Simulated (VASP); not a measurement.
Al:

```xyz
1
Lattice="0.0000 1.9914 1.9914 1.9914 0.0000 1.9914 1.9914 1.9914 0.0000" Properties=species:S:1:pos:R:3 pbc="T T T"
Al    0.0000    0.0000    0.0000
```

- Program: VASP 6.6.1
- Task: relaxation of cell and atoms
- Functional: PBE
- Potentials or basis: VASP PAW PBE potentials, release 64 (Al)
- Cutoff: 600 eV
- k mesh: 18 × 18 × 18
- Occupations: gaussian, width 0.1 eV
- Spin: no spin polarisation

At the start: pressure 3.6 GPa; volume 15.79 Å³/atom.

Where does the relaxation end?

Over 3 steps the energy falls by 7.6 meV/atom and the volume is 16.49 Å³/atom (+4.4 %); space group Fm-3m (No. 225, to 0.05 Å).

The path:
| step | energy change (eV) | largest force (eV/Å) | pressure (GPa) | volume (Å³) |
| --- | --- | --- | --- | --- |
| 1 | 0.0000 | 0.0000 | 3.65 | 15.79 |
| 2 | -0.0074 | 0.0000 | -0.62 | 16.63 |
| 3 | -0.0076 | 0.0000 | 0.01 | 16.49 |

Final structure:
```
CELL_PARAMETERS angstrom
0.00000 2.02027 2.02027
2.02027 0.00000 2.02027
2.02027 2.02027 0.00000
ATOMIC_POSITIONS crystal
Al 0.00000 0.00000 0.00000
```
